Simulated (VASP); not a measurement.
PbSe, 8 atoms in the cell. Symmetry: Pnma, No. 62, orthorhombic system. The conventional cell has a = 13.220 Å, b = 4.456 Å, c = 4.415 Å, α = 90.00°, β = 90.00°, γ = 90.00°. Pb (site symmetry m) has 5 Se at 2.88 to 3.27 Å within 3.8 Å. Se (site symmetry m) has 5 Pb at 2.88 to 3.27 Å within 3.8 Å. 

| Quantity | Value |
| --- | --- |
| Program | VASP 6.6.1 |
| Task | single point |
| Functional | LDA |
| Potentials or basis | VASP PAW LDA potentials, release 64 (Pb_d, Se) |
| Cutoff | 520 eV |
| k mesh | 2 × 4 × 4 |
| Occupations | gaussian, width 0.01 eV |
| Spin | no spin polarisation |
| Dipole correction | no |
| Further INCAR settings | ALGO = Normal; EDIFF = 1e-06; NBANDS = 50 |

Potentials or basis: VASP PAW LDA potentials, release 64 (Pb_d, Se).

The run is started by

```console
$ cat potpaw_LDA.64/Pb_d/POTCAR potpaw_LDA.64/Se/POTCAR > POTCAR
$ mpirun -np 1 vasp_std > vasp.out
```

Hardware: 1 thread of AMD EPYC 7R13, on a shared host.

Task: Estimate the wall time of this run.

Result: Run time: 6.4 min on 1 thread of AMD EPYC 7R13, on a shared host, peak memory 0.35 GiB. Counts: scf iterations 13, k points 18.
